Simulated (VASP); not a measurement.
Set up this calculation in VASP 6.6.1, as the native input.

```
Task                   : relaxation of cell and atoms
Functional             : PBE
Potentials or basis    : VASP PAW PBE potentials, release 64 (Zn)
Cutoff                 : 600 eV
k mesh                 : 18 × 18 × 18
Occupations            : fermi-dirac, width 0.1 eV
Spin                   : no spin polarisation
Target pressure        : 6.7 GPa
Dipole correction      : no
Further INCAR settings : ALGO = Normal; EDIFF = 1e-06; IBRION = 2; EDIFFG = -0.005; NSW = 32; ISIF = 3
```

The structure of Zn lies in POSCAR:

```
Zn
1.0
   -1.5238464765      1.5238464765      1.5238464765
    1.5238464765     -1.5238464765      1.5238464765
    1.5238464765      1.5238464765     -1.5238464765
Zn
1
Direct
    0.0000000000      0.0000000000      0.0000000000
```

The input as run:

INCAR

```
SYSTEM = Zn
PREC = Accurate
ENCUT = 600
EDIFF = 1E-6
ISMEAR = -1
SIGMA = 0.1
LREAL = .False.
LASPH = .True.
NELM = 80
ALGO = Normal
ISIF = 3
LWAVE = .False.
LCHARG = .False.
GGA = PE
IBRION = 2
NSW = 32
EDIFFG = -0.005
PSTRESS = 67.0
```

KPOINTS

```
Automatic mesh
0
Gamma
  18 18 18
  0 0 0
```

Potentials or basis: VASP PAW PBE potentials, release 64 (Zn).

Launch:

```sh
$ cat potpaw_PBE.64/Zn/POTCAR > POTCAR
$ mpirun -np 1 vasp_std > vasp.out
```

It gave:

```json
{
 "Relaxed volume": "14.21 Å³/atom",
 "Relaxed cell": "a = 2.643 Å, b = 2.643 Å, c = 2.643 Å, α = 109.47°, β = 109.47°, γ = 109.47°",
 "Space group after relaxing (to 0.05 Å)": "Im-3m (No. 229)",
 "Energy change on relaxing (the enthalpy is what falls)": "-2.3 meV/atom",
 "Ionic steps": "2",
 "Pressure after relaxing": "6.6 GPa",
 "Band gap on the k mesh": "zero (band 6 reaches 8.05 eV, above the bottom of band 7 at 2.88 eV)"
}
```

Caveat: the cell is relaxed towards a set pressure, so the enthalpy falls and the energy may rise.

Run time: 16 s on 1 thread of Intel(R) Xeon(R) 6975P-C (Granite Rapids), on a shared host, peak memory 0.16 GiB.
